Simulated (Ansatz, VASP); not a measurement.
# One calculation of TiO2, two programs

```
Ti O
1.0
     4.68410    0.00000    0.00000
     0.00000    4.68410    0.00000
     0.00000    0.00000    3.01703
Ti O
2 4
Direct
  0.00000 0.00000 0.00000
  0.50000 0.50000 0.50000
  0.30600 0.30600 0.00000
  0.19400 0.80600 0.50000
  0.69400 0.69400 0.00000
  0.80600 0.19400 0.50000
```

Change from the starting cell: volume scaled by 1.06.

Alike in both runs: task single point; functional PBE; k mesh 7 × 7 × 10; occupations fermi-dirac, width 0.05 eV; no spin polarisation.

|  | VASP | Ansatz |
| --- | --- | --- |
| version | VASP 6.6.1 | Ansatz 0.2.0 |
| potentials or method | VASP PAW PBE potentials, release 64 (Ti_sv, O), cutoff 520 eV | all-electron LAPW, scalar-relativistic |

|  | VASP | Ansatz | Ansatz less VASP |
| --- | --- | --- | --- |
| pressure (GPa) | -6.9 | -7.5 | -0.59 |
| traceless stress, the component that is largest in VASP (GPa) | -2.69 | -2.91 | -0.222 |
| rms of the force components (eV/Å) | 0.018 | 0.031 | +0.0122 |

Atom by atom the forces differ by 0.012 eV/Å (rms over components). Ansatz ran all-electron here, and VASP with PAW potentials.
